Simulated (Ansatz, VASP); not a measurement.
# One calculation of Rh, two programs

Contents of INCAR:

```
SYSTEM = Rh
PREC     = Accurate       ! precision mode
ENCUT    = 520            ! plane-wave cutoff, eV
EDIFF    = 1E-8           ! SCF threshold, eV
ISMEAR   = -1             ! smearing method
SIGMA    = 0.08           ! smearing width, eV
LREAL    = .False.        ! projectors in reciprocal space
LASPH    = .True.         ! aspherical terms in the spheres
NELM     = 100            ! most SCF steps
ALGO     = Normal         ! electronic algorithm
ISIF     = 2              ! what is computed and relaxed
LWAVE    = .False.        ! write WAVECAR
LCHARG   = .False.        ! write CHGCAR
GGA      = PE             ! functional
LEFG     = .True.       
NBANDS   = 14             ! bands
```

The input KPOINTS:

```
regular mesh
0
Gamma
  16 16 16
  0 0 0
```

The input POSCAR:

```
Rh
1.0
    0.0570465000      1.9300732500      1.9300732500
    1.9300732500      0.0570465000      1.9300732500
    1.9300732500      1.9300732500      0.0570465000
Rh
1
Direct
    0.0000000000      0.0000000000      0.0000000000
```

Input for Ansatz:

```yaml
crystal:
  lattice:
    - [0.0570465, 1.93007325, 1.93007325]
    - [1.93007325, 0.0570465, 1.93007325]
    - [1.93007325, 1.93007325, 0.0570465]
  atoms:
    - { symbol: Rh, position: [0.0, 0.0, 0.0] }
kpoints:
  mp_grid: { grid: [16, 16, 16] }
scf:
  occupations: { method: fermi_dirac, width: 0.08 }
hamiltonian:
  xc: pbe
  pseudopotentials: { kind: all_electron, datasets: crystal }
output:
  forces: true
  stress: true
  eigenvalues: true
  efg: { contact_densities: true }
```

Change from the starting cell: equal xy, yz and zx shear strains of +3 %, crystal datasets.

Alike in both runs: task electric field gradients; functional PBE; k mesh 16 × 16 × 16; occupations fermi-dirac, width 0.08 eV; no spin polarisation.

```csv
,VASP,Ansatz
version,VASP 6.6.1,Ansatz 0.2.0
potentials or method,"VASP PAW PBE potentials, release 64 (Rh_pv), cutoff 520 eV","all-electron PAW with datasets made for the crystal, scalar-relativistic"
```

```csv
,VASP,Ansatz,Ansatz less VASP
pressure (GPa),7.0,6.9,-0.08
"traceless stress, the component that is largest in VASP (GPa)",-5.91,-5.91,+0.003
size of Vzz on the site where it differs most (V/Å²),3.9,0.8,-3.08
```

Ansatz ran all-electron here, and VASP with PAW potentials.
